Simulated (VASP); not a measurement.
# BN in VASP: further runs

Runs on BN. Level: r2SCAN. Tasks: single point, relaxation of cell and atoms.

Everything below comes from runs of VASP 6.6.1. Logs are shortened: lines on timing, memory, paths and dates and some standing lists are left out, and cuts for length are marked.

## Step 1: The cell of the first run

The structure is hexagonal, space group P6_3/mmc (No. 194). Conventional cell: a = 2.501 Å, b = 2.501 Å, c = 6.874 Å, α = 90.00°, β = 90.00°, γ = 120.00°. Within 1.9 Å of B (site symmetry -6m2) lie 3 N at 1.44 Å. N (site symmetry -6m2) has 3 B at 1.44 Å within 1.9 Å.

## Step 2: Single point, r2SCAN

Contents of POSCAR:

```
BN
1.0
    2.5009322017      0.0000000000      0.0000000000
   -1.2504661009      2.1658708198      0.0000000000
    0.0000000000      0.0000000000      6.8740551044
B N
2 2
Direct
    0.3333333333      0.6666666667      0.2500000000
    0.6666666667      0.3333333333      0.7500000000
    0.3333333333      0.6666666667      0.7500000000
    0.6666666667      0.3333333333      0.2500000000
```

Contents of INCAR.step1:

```
SYSTEM = BN
PREC     = Accurate       ! precision mode
ENCUT    = 520            ! plane-wave cutoff, eV
ISMEAR   = 0              ! smearing method
SIGMA    = 0.02           ! smearing width, eV
LREAL    = .FALSE.        ! projectors in reciprocal space
LASPH    = .TRUE.         ! aspherical terms in the spheres
NELM     = 60             ! most SCF steps
NBANDS   = 16             ! bands
GGA      = PE             ! functional
ALGO     = Normal         ! electronic algorithm
EDIFF    = 1E-4           ! SCF threshold, eV
LWAVE    = .TRUE.         ! write WAVECAR
LCHARG   = .FALSE.        ! write CHGCAR
```

Contents of INCAR.step2:

```
SYSTEM = BN
PREC     = Accurate       ! precision mode
ENCUT    = 520            ! plane-wave cutoff, eV
EDIFF    = 1E-6           ! SCF threshold, eV
ISMEAR   = 0              ! smearing method
SIGMA    = 0.02           ! smearing width, eV
LREAL    = .FALSE.        ! projectors in reciprocal space
LASPH    = .TRUE.         ! aspherical terms in the spheres
NELM     = 60             ! most SCF steps
ALGO     = Normal         ! electronic algorithm
ISIF     = 2              ! what is computed and relaxed
LWAVE    = .FALSE.        ! write WAVECAR
LCHARG   = .FALSE.        ! write CHGCAR
METAGGA  = R2SCAN         ! meta-GGA
LMIXTAU  = .TRUE.       
NBANDS   = 16             ! bands
ISTART   = 1
```

Contents of KPOINTS:

```
Automatic mesh
0
G
  12 12 4
  0 0 0
```

Potentials or basis: VASP PAW PBE potentials, release 64 (B, N).

Started as:

```
$ cat potpaw_PBE.64/B/POTCAR potpaw_PBE.64/N/POTCAR > POTCAR
$ cp INCAR.step1 INCAR
$ mpirun -np 1 vasp_std > vasp.out
$ cp INCAR.step2 INCAR
$ mpirun -np 1 vasp_std > vasp.out
```

OUTCAR:

```text
SYSTEM = BN
   PREC = Accurate
   ENCUT = 520
   EDIFF = 1E-6
   ISMEAR = 0
   LREAL = .FALSE.
   LASPH = .TRUE.
   NELM = 60
   ISIF = 2
   METAGGA = R2SCAN
   ISTART = 1

 ion  position               nearest neighbor table
   1  0.333  0.667  0.250-   4 1.44   4 1.44   4 1.44
   2  0.667  0.333  0.750-   3 1.44   3 1.44   3 1.44
   3  0.333  0.667  0.750-   2 1.44   2 1.44   2 1.44
   4  0.667  0.333  0.250-   1 1.44   1 1.44   1 1.44

  LATTYP: Found a hexagonal cell.
 ALAT       =     2.5009322017
 C/A-ratio  =     2.7485971430

  Lattice vectors:

 A1 = (   2.5009322017,   0.0000000000,   0.0000000000)
 A2 = (  -1.2504661009,   2.1658708198,   0.0000000000)
 A3 = (   0.0000000000,   0.0000000000,   6.8740551044)

Analysis of symmetry for initial positions (statically):
=====================================================================
 Subroutine PRICEL returns:
 Original cell was already a primitive cell.

 Routine SETGRP: Setting up the symmetry group for a
 hexagonal supercell.

 Subroutine GETGRP returns: Found 24 space group operations
 (whereof 12 operations were pure point group operations)
 out of a pool of 24 trial point group operations.

The static configuration has the point symmetry D_3d.
 The point group associated with its full space group is D_6h.

Analysis of symmetry for dynamics (positions and initial velocities):
=====================================================================
 Subroutine PRICEL returns:
 Original cell was already a primitive cell.

 Routine SETGRP: Setting up the symmetry group for a
 hexagonal supercell.

 Subroutine GETGRP returns: Found 24 space group operations
 (whereof 12 operations were pure point group operations)
 out of a pool of 24 trial point group operations.

The dynamic configuration has the point symmetry D_3d.
 The point group associated with its full space group is D_6h.

 Subroutine INISYM returns: Found 24 space group operations
 (whereof 12 operations are pure point group operations),
 and found     1 'primitive' translations

----------------------------------------------------------------------------------------

                                     Primitive cell

  volume of cell :      37.2347

  direct lattice vectors                    reciprocal lattice vectors
     2.500932202  0.000000000  0.000000000     0.399850903  0.230854027  0.000000000
    -1.250466101  2.165870820  0.000000000     0.000000000  0.461708053  0.000000000
     0.000000000  0.000000000  6.874055104     0.000000000  0.000000000  0.145474539

  length of vectors
     2.500932202  2.500932202  6.874055104     0.461708053  0.461708053  0.145474539

  position of ions in fractional coordinates (direct lattice)
     0.333333333  0.666666667  0.250000000
     0.666666667  0.333333333  0.750000000
     0.333333333  0.666666667  0.750000000
     0.666666667  0.333333333  0.250000000

  ion indices of the primitive-cell ions
   primitive index   ion index
                 1           1
                 2           2
                 3           3
                 4           4

----------------------------------------------------------------------------------------

 KPOINTS: Automatic mesh

Automatic generation of k-mesh.
 Grid dimensions read from file:
 generate k-points for:   12   12    4

 Generating k-lattice:

  Cartesian coordinates                     Fractional coordinates (reciprocal lattice)
     0.033320909  0.019237836  0.000000000     0.083333333 -0.000000000  0.000000000
     0.000000000  0.038475671  0.000000000     0.000000000  0.083333333  0.000000000
     0.000000000  0.000000000  0.036368635     0.000000000  0.000000000  0.250000000

  Length of vectors
     0.038475671  0.038475671  0.036368635

  Shift w.r.t. Gamma in fractional coordinates (k-lattice)
     0.000000000  0.000000000  0.000000000

 Subroutine IBZKPT returns following result:
 ===========================================

 Found     57 irreducible k-points:

 Following reciprocal coordinates:
            Coordinates               Weight
  0.000000  0.000000  0.000000      1.000000
  0.083333  0.000000  0.000000      6.000000
  0.166667  0.000000  0.000000      6.000000
  0.250000  0.000000  0.000000      6.000000
  0.333333  0.000000  0.000000      6.000000
  0.416667  0.000000  0.000000      6.000000
[... 16 lines left out ...]
  0.250000  0.000000  0.250000     12.000000
  0.333333  0.000000  0.250000     12.000000
 [... further k-points ...]
   k-points           NKPTS =     57   k-points in BZ     NKDIM =     57   number of bands    NBANDS=     16
   number of dos      NEDOS =    301   number of ions     NIONS =      4
   total plane-waves  NPLWV =  21600
   dimension x,y,z NGX =    20 NGY =   20 NGZ =   54
   dimension x,y,z NGXF=    40 NGYF=   40 NGZF=  108
   ions per type =               2   2
   NGX,Y,Z   is equivalent  to a cutoff of  13.29, 13.29, 13.06 a.u.
   NGXF,Y,Z  is equivalent  to a cutoff of  26.59, 26.59, 26.12 a.u.
 SYSTEM =  BN
   PREC   = accura    normal or accurate (medium, high low for compatibility)
   ISTART =      1    job   : 0-new  1-cont  2-samecut
   ICHARG =      0    charge: 1-file 2-atom 10-const
   ISPIN  =      1    spin polarized calculation?
   LNONCOLLINEAR =      F non collinear calculations
   LSORBIT =      F    spin-orbit coupling
   LASPH  =      T    aspherical Exc in radial PAW
   ENCUT  =  520.0 eV  38.22 Ry    6.18 a.u.   4.65  4.65 12.78*2*pi/ulx,y,z
   NELM   =     60;   NELMIN=  2; NELMDL=  0     # of ELM steps
   EDIFF  = 0.1E-05   stopping-criterion for ELM
   LREAL  =      F    real-space projection
   EDIFFG = 0.1E-04   stopping-criterion for IOM
   NSW    =      0    number of steps for IOM
   IBRION =     -1    ionic relax: 0-MD 1-quasi-New 2-CG
   NFREE  =      0    steps in history (QN), initial steepest desc. (CG)
   ISIF   =      2    stress and relaxation
   ISYM   =      2    0-nonsym 1-usesym 2-fastsym
   POTIM  = 0.5000    time-step for ionic-motion
   TEBEG  =    0.0;   TEEND  =   0.0 temperature during run
   PSTRESS=    0.0 pullay stress
   NELECT =      16.0000    total number of electrons
   NUPDOWN=      -1.0000    fix difference up-down
   EMIN   =  10.00;   EMAX   =-10.00  energy-range for DOS
   EFERMI =   0.00;   METHOD = LEGACY
   ISMEAR =     0;   SIGMA  =   0.02  broadening in eV -4-tet -1-fermi 0-gaus
   EFERMI_NEDOS =   21; number of points for ismear=-14 and -15
   IALGO  =     38    algorithm
   IMIX   =      4    mixing-type and parameters
     AMIX     =   0.40;   BMIX     =  1.00
     AMIX_MAG =   1.60;   BMIX_MAG =  1.00
  volume/ion in A,a.u.               =       9.31        62.82
  Fermi-wavevector in a.u.,A,eV,Ry     =   1.235376  2.334521 20.764569  1.526153
  Thomas-Fermi vector in A             =   2.370028
   LORBIT       =      0    0 simple, 1 ext, 2 COOP (PROOUT), +10 PAW based schemes
   METAGGA = R2SCAN    functional components
   LHFCALC =     F    Hartree Fock is set to
   AEXX    =    0.0000 exact exchange contribution
   IVDW    =     0    specifies the selected vdW correction
   LEPSILON=     F    determine dielectric tensor
   LRPA    =     F    only Hartree local field effects (RPA)
 non-spin polarized calculation
 Gauss-broadening in eV      SIGMA  =   0.02
  energy-cutoff  :      520.00
  volume of cell :       37.23
 maximum number of plane-waves:      1034
 NGX is ok and might be reduce to    20

 number of electron      16.0000000 magnetization

 Free energy of the ion-electron system (eV)
  ---------------------------------------------------
  ext. energy  EPLUGINS =         0.00000000
  ---------------------------------------------------
  free energy    TOTEN  =       -38.59613050 eV

  energy without entropy =      -38.59613050  energy(sigma->0) =      -38.59613050

 E-fermi :   1.8689     XC(G=0): -10.5121

 val. band max:        1.7535416251   @ k =   0.3333   0.3333   0.5000
 cond. band min:       6.6804974455   @ k =   0.5000   0.0000   0.0000
 fundamental gap:      4.9269558205
 Fermi energy:         1.8688993242

 k-point     1 :       0.0000    0.0000    0.0000
  band No.  band energies     occupation
      1     -17.0311      2.00000
      2     -16.8094      2.00000
      3      -4.4966      2.00000
      4      -2.6501      2.00000
      5       0.4042      2.00000
      6       0.4042      2.00000
[... 8 lines left out ...]
     15      14.6585      0.00000
     16      16.0598      0.00000

 k-point     2 :       0.0833    0.0000    0.0000
  band No.  band energies     occupation
      1     -16.8896      2.00000
      2     -16.6714      2.00000
      3      -4.3024      2.00000
      4      -2.4728      2.00000
      5      -0.1835      2.00000
      6      -0.1617      2.00000
[... 8 lines left out ...]
     15      15.1743      0.00000
     16      15.5133      0.00000

 k-point     3 :       0.1667    0.0000    0.0000
  band No.  band energies     occupation
      1     -16.4731      2.00000
      2     -16.2657      2.00000
      3      -3.7276      2.00000
      4      -1.9519      2.00000
      5      -1.6726      2.00000
      6      -1.6461      2.00000
[... 8 lines left out ...]
     15      16.4289      0.00000
     16      16.5235      0.00000

 k-point     4 :       0.2500    0.0000    0.0000
  band No.  band energies     occupation
      1     -15.8110      2.00000
      2     -15.6228      2.00000
      3      -3.5597      2.00000
      4      -3.5167      2.00000
      5      -2.7996      2.00000
      6      -1.2964      2.00000
[... 8 lines left out ...]
     15      17.7346      0.00000
     16      18.8430      0.00000
[... 324 lines left out ...]
 k-point    22 :       0.1667    0.0000    0.2500
  band No.  band energies     occupation
      1     -16.4438      2.00000
      2     -16.2972      2.00000
      3      -3.5102      2.00000
      4      -2.2783      2.00000
      5      -1.6633      2.00000
      6      -1.6345      2.00000
[... 8 lines left out ...]
     15      16.4419      0.00000
     16      16.5091      0.00000

 k-point    23 :       0.2500    0.0000    0.2500
  band No.  band energies     occupation
      1     -15.7844      2.00000
      2     -15.6513      2.00000
      3      -3.5617      2.00000
      4      -3.5278      2.00000
      5      -2.5792      2.00000
      6      -1.4105      2.00000
[... 8 lines left out ...]
     15      18.8566      0.00000
     16      18.9261      0.00000

 k-point    24 :       0.3333    0.0000    0.2500
  band No.  band energies     occupation
      1     -14.9542      2.00000
      2     -14.8428      2.00000
      3      -5.4253      2.00000
      4      -5.3832      2.00000
      5      -1.9485      2.00000
      6      -1.9160      2.00000
[... 8 lines left out ...]
     15      19.4186      0.00000
     16      21.5391      0.00000

 [... further k-points ...]
[... 5 lines left out ...]
  --------------------------------------------------------------------------------------
  -------------------------------------------------------------------------------------
  Total        0.1605123      0.1605123     -0.0567514     -0.0000000     -0.0000000      0.0000000
  in kB        6.9067114      6.9067114     -2.4419680     -0.0000000     -0.0000000      0.0000000
  external PRESSURE =       3.7904849 kB  Pullay stress =       0.0000000 kB

 VOLUME and BASIS-vectors are now :
 -----------------------------------------------------------------------------
  energy-cutoff  :      520.00
  volume of cell :       37.23
      direct lattice vectors                 reciprocal lattice vectors
     2.500932202  0.000000000  0.000000000     0.399850903  0.230854027  0.000000000
    -1.250466101  2.165870820  0.000000000     0.000000000  0.461708053  0.000000000
     0.000000000  0.000000000  6.874055104     0.000000000  0.000000000  0.145474539

 POSITION                                       TOTAL-FORCE (eV/Angst)
 -----------------------------------------------------------------------------------
     -0.00000      1.44391      1.71851        -0.000000      0.000000      0.000000
      1.25047      0.72196      5.15554        -0.000000     -0.000000      0.000000
     -0.00000      1.44391      5.15554         0.000000      0.000000      0.000000
      1.25047      0.72196      1.71851         0.000000     -0.000000      0.000000
 -----------------------------------------------------------------------------------
    total drift:                               -0.000000      0.000000      0.000000

  FREE ENERGIE OF THE ION-ELECTRON SYSTEM (eV)
  ---------------------------------------------------
  free  energy   TOTEN  =       -38.5961305002 eV

  energy  without entropy=      -38.5961305002  energy(sigma->0) =      -38.59613050
```

Wall time 53 s (1 thread of Intel Xeon 6975P-C (Granite Rapids), shared host); peak memory 0.17 GiB.

Results:

| Property | Result |
| --- | --- |
| Free energy | -38.5961 eV |
| Pressure | 0.4 GPa |
| Band gap on the k mesh | 4.93 eV, indirect (least direct gap 5.37 eV) |

Caveat: the PAW data sets were made with another functional, which shifts forces and pressure a little. r2SCAN opens gaps a little over a GGA but as a rule still falls short of measured ones.

## Step 3: Single point, r2SCAN

This run uses another cell than the first one: it holds 8 atoms, not 4.

Contents of POSCAR:

```
BN
1.0
    1.2504661009     -2.1658708198      0.0000000000
   -3.7513983025     -2.1658708199      0.0000000000
    0.0000000000      0.0000000000     -6.8740551044
B N
4 4
Direct
    0.5000000000      0.8333333333      0.7500000000
    0.0000000000      0.3333333333      0.7500000000
    1.0000000000      0.6666666667      0.2500000000
    0.5000000000      0.1666666667      0.2500000000
    0.5000000000      0.8333333333      0.2500000000
    0.0000000000      0.3333333333      0.2500000000
    1.0000000000      0.6666666667      0.7500000000
    0.5000000000      0.1666666667      0.7500000000
```

Contents of INCAR.step1:

```
SYSTEM = BN
PREC = Accurate ; ENCUT = 520
ISMEAR = 0 ; SIGMA = 0.1
LREAL = .False. ; LASPH = .True.
NELM = 80 ; NBANDS = 26
GGA = PE ; ALGO = Normal
EDIFF = 1E-4 ; LWAVE = .True.
LCHARG = .False.
```

Contents of INCAR.step2:

```
SYSTEM = BN
PREC = Accurate ; ENCUT = 520
EDIFF = 1E-6 ; ISMEAR = 0
SIGMA = 0.1 ; LREAL = .False.
LASPH = .True. ; NELM = 80
ALGO = Normal ; ISIF = 2
LWAVE = .False. ; LCHARG = .False.
METAGGA = R2SCAN ; LMIXTAU = .True.
NBANDS = 26 ; ISTART = 1
```

Contents of KPOINTS:

```
Automatic mesh
0
Gamma
  8 4 4
  0 0 0
```

Potentials or basis: VASP PAW PBE potentials, release 64 (B, N).

Started as:

```
$ cat potpaw_PBE.64/B/POTCAR potpaw_PBE.64/N/POTCAR > POTCAR
$ cp INCAR.step1 INCAR
$ mpirun -np 1 vasp_std > vasp.out
$ cp INCAR.step2 INCAR
$ mpirun -np 1 vasp_std > vasp.out
```

OUTCAR:

```text
SYSTEM = BN
   PREC = Accurate
   ENCUT = 520
   EDIFF = 1E-6
   ISMEAR = 0
   LREAL = .False.
   LASPH = .True.
   NELM = 80
   ISIF = 2
   METAGGA = R2SCAN
   ISTART = 1

 ion  position               nearest neighbor table
   1  0.500  0.833  0.750-   7 1.44   7 1.44   8 1.44
   2  0.000  0.333  0.750-   8 1.44   8 1.44   7 1.44
   3  0.000  0.667  0.250-   5 1.44   5 1.44   6 1.44
   4  0.500  0.167  0.250-   6 1.44   6 1.44   5 1.44
   5  0.500  0.833  0.250-   3 1.44   3 1.44   4 1.44
   6  0.000  0.333  0.250-   4 1.44   4 1.44   3 1.44
   7  0.000  0.667  0.750-   1 1.44   1 1.44   2 1.44
   8  0.500  0.167  0.750-   2 1.44   2 1.44   1 1.44
[... 926 lines left out ...]
  Total        0.3252430      0.3192691     -0.1243741      0.0051735      0.0000000      0.0000000
  in kB        6.9974700      6.8689440     -2.6758587      0.1113067      0.0000000      0.0000000
  external PRESSURE =       3.7301851 kB  Pullay stress =       0.0000000 kB

 VOLUME and BASIS-vectors are now :
 -----------------------------------------------------------------------------
  energy-cutoff  :      520.00
  volume of cell :       74.47
      direct lattice vectors                 reciprocal lattice vectors
     1.250466101 -2.165870820  0.000000000     0.199925452 -0.346281040  0.000000000
    -3.751398303 -2.165870820  0.000000000    -0.199925452 -0.115427013  0.000000000
     0.000000000  0.000000000 -6.874055104     0.000000000  0.000000000 -0.145474539

 POSITION                                       TOTAL-FORCE (eV/Angst)
 -----------------------------------------------------------------------------------
     -2.50093     -2.88783     -5.15554         0.001982      0.001144     -0.000000
     -1.25047     -0.72196     -5.15554         0.001982      0.001144     -0.000000
     -2.50093     -1.44391     -1.71851        -0.001982     -0.001144     -0.000000
     -0.00000     -1.44391     -1.71851        -0.001982     -0.001144     -0.000000
     -2.50093     -2.88783     -1.71851         0.001835      0.001059      0.000000
     -1.25047     -0.72196     -1.71851         0.001835      0.001059      0.000000
     -2.50093     -1.44391     -5.15554        -0.001835     -0.001059      0.000000
     -0.00000     -1.44391     -5.15554        -0.001835     -0.001059      0.000000
 -----------------------------------------------------------------------------------
    total drift:                               -0.000000     -0.000000     -0.000000

  FREE ENERGIE OF THE ION-ELECTRON SYSTEM (eV)
  ---------------------------------------------------
  free  energy   TOTEN  =       -77.1911343811 eV

  energy  without entropy=      -77.1911343811  energy(sigma->0) =      -77.19113438
```

Run time: 2.2 min. Hardware: 1 thread of Intel Xeon 6975P-C (Granite Rapids), shared host; peak memory 0.21 GiB.

What came out:

```yaml
Free_energy: -77.1911 eV
Pressure: 0.4 GPa
Band_gap_on_the_k_mesh: 4.89 eV
```

Forces in eV/Å, atoms in the order of the input:
```
B    0.002  0.001  0.000
B    0.002  0.001  0.000
B   -0.002 -0.001  0.000
B   -0.002 -0.001  0.000
N    0.002  0.001  0.000
N    0.002  0.001  0.000
N   -0.002 -0.001  0.000
N   -0.002 -0.001  0.000
```

Caveat: the PAW data sets were made with another functional, which shifts forces and pressure a little.

(Continued in part 2 of 2.)
